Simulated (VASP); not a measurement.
# GaAs (F-43m) in VASP: vibrations by perturbation theory with LDA

Aim: the vibrations by perturbation theory of GaAs with LDA.

Program: VASP 6.6.1. These are calculated values, not measurements. Logs are shortened: lines on timing, memory, paths and dates and some standing lists are left out, and cuts for length are marked.

## 1. The cell of the first run

The structure is cubic, space group F-43m (No. 216). Conventional cell: a = 5.476 Å, b = 5.476 Å, c = 5.476 Å, α = 90.00°, β = 90.00°, γ = 90.00°. Within 3.1 Å of Ga (site symmetry -43m) lie 4 As at 2.37 Å. Within 3.1 Å of As (site symmetry -43m) lie 4 Ga at 2.37 Å.

## 2. Vibrations by perturbation theory, LDA

File INCAR:

```
PREC = Accurate
ENCUT = 520
EDIFF = 1E-8
ISMEAR = 0
SIGMA = 0.01
LREAL = False
LASPH = True
NELM = 60
ALGO = Normal
ISIF = 2
LWAVE = False
LCHARG = False
NBANDS = 16
IBRION = 8
NSW = 1
LEPSILON = True
```

File KPOINTS:

```
regular mesh
0
Gamma
  12 12 12
```

File POSCAR:

```
GaAs
1.0
    0.0000000000      2.7380347980      2.7380347980
    2.7380347980      0.0000000000      2.7380347980
    2.7380347980      2.7380347980      0.0000000000
Ga As
1 1
Direct
    0.0000000000      0.0000000000      0.0000000000
    0.7500000000      0.7500000000      0.7500000000
```

Potentials or basis: VASP PAW LDA potentials, release 64 (Ga_d, As).

Launch:

```bash
$ cat potpaw_LDA.64/Ga_d/POTCAR potpaw_LDA.64/As/POTCAR > POTCAR
$ mpirun -np 1 vasp_std > vasp.out
```

OUTCAR:

```text
PREC = Accurate
   ENCUT = 520
   EDIFF = 1E-8
   ISMEAR = 0
   LREAL = False
   LASPH = True
   NELM = 60
   ISIF = 2
   IBRION = 8
   NSW = 1
   LEPSILON = True

 ion  position               nearest neighbor table
   1  0.000  0.000  0.000-   2 2.37   2 2.37   2 2.37   2 2.37
   2  0.750  0.750  0.750-   1 2.37   1 2.37   1 2.37   1 2.37

  LATTYP: Found a face centered cubic cell.
 ALAT       =     5.4760695960

  Lattice vectors:

 A1 = (   0.0000000000,   2.7380347980,   2.7380347980)
 A2 = (   2.7380347980,   0.0000000000,   2.7380347980)
 A3 = (   2.7380347980,   2.7380347980,   0.0000000000)

Analysis of symmetry for initial positions (statically):
=====================================================================
 Subroutine PRICEL returns:
 Original cell was already a primitive cell.

 Routine SETGRP: Setting up the symmetry group for a
 face centered cubic supercell.

 Subroutine GETGRP returns: Found 24 space group operations
 (whereof 24 operations were pure point group operations)
 out of a pool of 48 trial point group operations.

The static configuration has the point symmetry T_d .

Analysis of symmetry for dynamics (positions and initial velocities):
=====================================================================
 Subroutine PRICEL returns:
 Original cell was already a primitive cell.

 Routine SETGRP: Setting up the symmetry group for a
 face centered cubic supercell.

 Subroutine GETGRP returns: Found 24 space group operations
 (whereof 24 operations were pure point group operations)
 out of a pool of 48 trial point group operations.

The dynamic configuration has the point symmetry T_d .

 Subroutine INISYM returns: Found 24 space group operations
 (whereof 24 operations are pure point group operations),
 and found     1 'primitive' translations

----------------------------------------------------------------------------------------

                                     Primitive cell

  volume of cell :      41.0532

  direct lattice vectors                    reciprocal lattice vectors
     0.000000000  2.738034798  2.738034798    -0.182612727  0.182612727  0.182612727
     2.738034798  0.000000000  2.738034798     0.182612727 -0.182612727  0.182612727
     2.738034798  2.738034798  0.000000000     0.182612727  0.182612727 -0.182612727

  length of vectors
     3.872165946  3.872165946  3.872165946     0.316294521  0.316294521  0.316294521

  position of ions in fractional coordinates (direct lattice)
     0.000000000  0.000000000  0.000000000
     0.750000000  0.750000000  0.750000000

  ion indices of the primitive-cell ions
   primitive index   ion index
                 1           1
                 2           2

----------------------------------------------------------------------------------------

 KPOINTS: regular mesh

Automatic generation of k-mesh.
 Grid dimensions read from file:
 generate k-points for:   12   12   12

 Generating k-lattice:

  Cartesian coordinates                     Fractional coordinates (reciprocal lattice)
    -0.015217727  0.015217727  0.015217727     0.083333333  0.000000000  0.000000000
[... 603 lines left out ...]

 Free energy of the ion-electron system (eV)
  ---------------------------------------------------
  ---------------------------------------------------
  free energy    TOTEN  =        -1.42690686 eV

  energy without entropy =       -1.42690686

------------------------ aborting loop because EDIFF is reached ----------------------------------------

--------------------------------------- Ionic step        2  -------------------------------------------

------------------------ aborting loop because EDIFF is reached ----------------------------------------

--------------------------------------- Ionic step        3  -------------------------------------------

------------------------ aborting loop because EDIFF is reached ----------------------------------------

 PIEZOELECTRIC TENSOR FIELD DIRECTION 3  (e Angst)
 -----------------------------------------------------------------------------
    -0.00050  1.89765  0.00000           (  0.00000  0.02084  0.00000)
     1.89765 -0.00050  0.00000           (  0.02084  0.00000  0.00000)
     0.00000  0.00000 -0.00120           (  0.00000  0.00000  0.00000)

 PIEZOELECTRIC TENSOR FIELD DIRECTION 3  (C/m^2)
 -----------------------------------------------------------------------------
    -0.00019  0.74059  0.00000
     0.74059 -0.00019  0.00000
     0.00000  0.00000 -0.00047

--------------------------------------- Ionic step        4  -------------------------------------------

------------------------ aborting loop because EDIFF is reached ----------------------------------------

[... ionic steps 5 to 6 ...]

--------------------------------------- Ionic step        7  -------------------------------------------

 Free energy of the ion-electron system (eV)
  ---------------------------------------------------
  ---------------------------------------------------
  free energy    TOTEN  =        -0.04456124 eV

  energy without entropy =       -0.04456124

------------------------ aborting loop because EDIFF is reached ----------------------------------------

 INTERNAL STRAIN TENSOR  FOR ION    2  DIRECTION 1   (eV/Angst):
 -----------------------------------------------------------------------------
    -0.00660  0.00000  0.00000
     0.00000  0.00436 10.35446
     0.00000 10.35446  0.00436

 MACROSCOPIC STATIC DIELECTRIC TENSOR (including local field effects in DFT)
 ------------------------------------------------------
          12.936224    -0.000000     0.000000
           0.000000    12.936224    -0.000000
           0.000000    -0.000000    12.936224
 ------------------------------------------------------

 PIEZOELECTRIC TENSOR (including local field effects)  for field in x, y, z        (e  Angst)
          XX          YY          ZZ          XY          YZ          ZX
  --------------------------------------------------------------------------------
  x    -0.00000    -0.00000    -0.00000     0.00000     1.90323     0.00000
  y     0.00000     0.00000     0.00000     0.00000     0.00000     1.90323
  z     0.00000    -0.00000     0.00000     1.90323     0.00000     0.00000

 PIEZOELECTRIC TENSOR (including local field effects)  for field in x, y, z        (C/m^2)
          XX          YY          ZZ          XY          YZ          ZX
  --------------------------------------------------------------------------------
  x    -0.00000    -0.00000    -0.00000     0.00000     0.74277     0.00000
  y     0.00000     0.00000     0.00000     0.00000     0.00000     0.74277
  z     0.00000    -0.00000     0.00000     0.74277     0.00000     0.00000

 BORN EFFECTIVE CHARGES (including local field effects) (in |e|, cummulative output)
 ---------------------------------------------------------------------------------
 ion    1
    1     1.93438     0.00000     0.00000
    2     0.00000     1.93438    -0.00000
    3     0.00000    -0.00000     1.93438
 ion    2
    1    -1.93438     0.00000    -0.00000
    2     0.00000    -1.93438     0.00000
    3    -0.00000     0.00000    -1.93438

 INTERNAL STRAIN TENSOR FOR ION    2 for displacements in x,y,z  (eV/Angst):
          X           Y           Z          XY          YZ          ZX
  --------------------------------------------------------------------------------
  x    -0.00000     0.00000     0.00000     0.00000    10.35446     0.00000
  y     0.00000    -0.00000     0.00000     0.00000     0.00000    10.35446
  z     0.00000     0.00000    -0.00000    10.35446     0.00000     0.00000

 SECOND DERIVATIVES (NOT SYMMETRIZED)
 ------------------------------------
               1X          1Y          1Z          2X          2Y          2Z
  1X   -11.445860    0.000000    0.000000   11.445860    0.000000    0.000000
  1Y     0.000000  -11.445860    0.000000    0.000000   11.445860    0.000000
  1Z     0.000000    0.000000  -11.445860    0.000000    0.000000   11.445860
  2X    11.468302    0.000000    0.000000  -11.468302    0.000000    0.000000
  2Y     0.000000   11.468302    0.000000    0.000000  -11.468302    0.000000
  2Z     0.000000    0.000000   11.468302    0.000000    0.000000  -11.468302

 Eigenvectors and eigenvalues of the dynamical matrix
 ----------------------------------------------------

   1 f  =    8.805198 THz    55.324690 2PiTHz  293.709787 cm-1    36.415356 meV
             X         Y         Z           dx          dy          dz
      0.000000  0.000000  0.000000     0.000000    0.719363    0.000000
      4.107052  4.107052  4.107052     0.000000   -0.694635    0.000000
[... 21 lines left out ...]
   6 f/i=    0.004309 THz     0.027076 2PiTHz    0.143741 cm-1     0.017822 meV
             X         Y         Z           dx          dy          dz
      0.000000  0.000000  0.000000     0.000000    0.000000   -0.694635
      4.107052  4.107052  4.107052     0.000000    0.000000   -0.719363

--------------------------------------------------------------------------------------------------------

 MACROSCOPIC STATIC DIELECTRIC TENSOR IONIC CONTRIBUTION
 ------------------------------------------------------
           1.439551    -0.000000     0.000000
          -0.000000     1.439551    -0.000000
           0.000000    -0.000000     1.439551
 ------------------------------------------------------

 ELASTIC MODULI CONTR FROM IONIC RELAXATION (kBar)
 Direction    XX          YY          ZZ          XY          YZ          ZX
 --------------------------------------------------------------------------------
 XX          -0.0000      0.0000      0.0000     -0.0000      0.0000     -0.0000
 YY           0.0000     -0.0000     -0.0000     -0.0000     -0.0000      0.0000
 ZZ           0.0000     -0.0000     -0.0000      0.0000     -0.0000     -0.0000
 XY          -0.0000     -0.0000      0.0000   -362.4739      0.0000      0.0000
 YZ           0.0000     -0.0000     -0.0000      0.0000   -362.4739      0.0000
 ZX          -0.0000      0.0000     -0.0000      0.0000      0.0000   -362.4739
 --------------------------------------------------------------------------------

 PIEZOELECTRIC TENSOR IONIC CONTR  for field in x, y, z        (C/m^2)
          XX          YY          ZZ          XY          YZ          ZX
  --------------------------------------------------------------------------------
  x     0.00000    -0.00000    -0.00000    -0.00000    -0.67971     0.00000
  y    -0.00000     0.00000    -0.00000     0.00000     0.00000    -0.67971
  z    -0.00000    -0.00000     0.00000    -0.67971    -0.00000     0.00000
```

It took 12 min on 1 thread of Intel Xeon 6975P-C (Granite Rapids), shared host; peak memory 0.52 GiB.

What came out:

```
Electronic dielectric tensor (diagonal)                 : 12.94
Born charges (mean of the diagonal)                     : Ga +1.93; As -1.93 e
Highest phonon frequency at Γ, LO-TO splitting left out : 294 cm⁻¹
```

Phonon frequencies in cm⁻¹ (negative: imaginary):
| q point | frequencies |
| --- | --- |
| (0.000, 0.000, 0.000) | 0 0 0 294 294 294 |

Electronic dielectric tensor:
```
12.94  0.00  0.00
 0.00 12.94  0.00
 0.00  0.00 12.94
```

Born effective charge tensors (e):
atom 1, Ga
```
1.93 0.00 0.00
0.00 1.93 0.00
0.00 0.00 1.93
```
atom 2, As
```
-1.93  0.00  0.00
 0.00 -1.93  0.00
 0.00  0.00 -1.93
```

Caveat: the cell stands under pressure or tension, which shifts response properties.
